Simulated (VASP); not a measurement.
## Hg2O: single point with PBE

Hg2O:

```xyz
3
Lattice="3.1643 0.0000 0.0000 0.0000 5.6544 0.0000 0.0000 0.0000 3.0542" Properties=species:S:1:pos:R:3 pbc="T T T"
Hg    0.0000    4.1800    1.5271
Hg    0.0000    1.4744    1.5271
O     1.5822    0.0000    0.0000
```

The cell was generated, and may not be a known phase.

| Property | Result |
| --- | --- |
| Program | VASP 6.6.1 |
| Task | single point |
| Functional | PBE |
| Potentials or basis | VASP PAW PBE potentials, release 64 (Hg_sv_GW, O) |
| Cutoff | 700 eV |
| k mesh | 5 × 3 × 3 |
| Occupations | gaussian, width 0.15 eV |
| Spin | no spin polarisation |

| Item | Value |
| --- | --- |
| Pressure | -0.3 GPa |
| Band gap on the k mesh | zero (bands 23 and 24 overlap by 0.71 eV) |

Stress tensor (GPa, compression positive):
```
-0.38  0.00  0.00
 0.00 -0.15  0.00
 0.00  0.00 -0.24
```

Levels at points of the mesh, in eV from the Fermi level:
| k point | band 21 | band 22 | band 23 | band 24 | band 25 | band 26 |
| --- | --- | --- | --- | --- | --- | --- |
| (0.00, 0.00, 0.00) | -2.90 | -1.25 | -0.99 | 1.56 | 1.99 | 10.52 |

It took 27 s on 1 thread of Intel(R) Xeon(R) Platinum 8488C (Sapphire Rapids), with other jobs on the host, peak memory 0.2 GiB.

Caveat: the k points lie up to 0.69 Å⁻¹ apart, too coarse for converged energies and pressures of a metal; semilocal functionals underestimate gaps, and a narrow one can read as zero; spin-orbit coupling is left out, which moves the levels of the heavy elements.
